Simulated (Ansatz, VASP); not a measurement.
Two plane-wave programs on H

INCAR

```
SYSTEM = H
PREC     = Accurate       ! precision mode
ENCUT    = 520            ! plane-wave cutoff, eV
EDIFF    = 1E-7           ! SCF threshold, eV
ISMEAR   = 0              ! smearing method
SIGMA    = 0.05           ! smearing width, eV
LREAL    = .False.        ! projectors in reciprocal space
LASPH    = .True.         ! aspherical terms in the spheres
NELM     = 80             ! most SCF steps
ALGO     = Normal         ! electronic algorithm
ISIF     = 2              ! what is computed and relaxed
LWAVE    = .False.        ! write WAVECAR
LCHARG   = .False.        ! write CHGCAR
GGA      = PE             ! functional
IVDW     = 12             ! dispersion correction
NBANDS   = 6              ! bands
```

The input KPOINTS:

```
Automatic mesh
0
Gamma
  10 10 26
  0 0 0
```

POSCAR

```
H
1.0
    2.6496387389      0.0000000000      0.0000000000
    0.0000000000      2.6496387389      0.0000000000
    0.0000000000      0.0000000000      0.9559805970
H
1
Direct
    0.0000000000      0.0000000000      0.5000000000
```

Input for Ansatz:

```yaml
crystal:
  lattice:
    - [2.6496387389, 0.0, 0.0]
    - [0.0, 2.6496387389, 0.0]
    - [0.0, 0.0, 0.955980597]
  atoms:
    - { symbol: H, position: [0.0, 0.0, 0.5] }
basis:
  ecutwfc: 420
kpoints:
  mp_grid: { grid: [10, 10, 26] }
hamiltonian:
  xc: pbe
  dispersion: d3bj
scf:
  occupations: { method: gaussian, width: 0.05 }
output:
  forces: true
  stress: true
  eigenvalues: true
```

Change from the starting cell: strain +0.000 along x and y, -0.025 along z, atoms carried along.

Alike in both runs: task single point; functional PBE; dispersion D3(BJ); k mesh 10 × 10 × 26; occupations gaussian, width 0.05 eV; no spin polarisation.

|  | VASP | Ansatz |
| --- | --- | --- |
| version | VASP 6.6.1 | Ansatz 0.2.0 |
| potentials or method | VASP PAW PBE potentials, release 64 (H), cutoff 520 eV | scalar-relativistic, plane waves, PAW |
| valence electrons in the cell | 1 | 1 |

|  | VASP | Ansatz | Ansatz less VASP |
| --- | --- | --- | --- |
| pressure (GPa) | 4.9 | 5.2 | +0.29 |
| traceless stress, the component that is largest in VASP (GPa) | 9.10 | 9.08 | -0.018 |
